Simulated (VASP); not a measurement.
Input of a VASP 6.6.1 run:

The input INCAR:

```
PREC = Accurate ; ENCUT = 520
EDIFF = 1E-7 ; ISMEAR = 0
SIGMA = 0.1 ; LREAL = F
LASPH = T ; NELM = 100
ALGO = Normal ; ISIF = 2
LWAVE = F ; LCHARG = F
GGA = PE ; NBANDS = 20
```

KPOINTS

```
regular mesh
0
Gamma
  18 18 18
```

The input POSCAR:

```
V
1.0
    2.8772881438      0.0000000000      0.0000000000
    0.0000000000      2.8772881438      0.0000000000
    0.0000000000      0.0000000000      2.8772881438
V
2
Direct
    0.0000000000      0.0000000000      0.0000000000
    0.5000000000      0.5000000000      0.5000000000
```

Potentials or basis: VASP PAW PBE potentials, release 64 (V_sv).

The run is started by

```bash
$ cat potpaw_PBE.64/V_sv/POTCAR > POTCAR
$ mpirun -np 1 vasp_std > vasp.out
```

(1) What does it give for the band gap on the k mesh?

(2) What does it give for the pressure?

Answers

(1) zero (band 13 reaches 13.48 eV, above the bottom of band 14 at 10.09 eV).

(2) 28.4 GPa.

Caveat: the cell differs from its parent crystal (equal strain along all axes, cell held: -4.0 %).
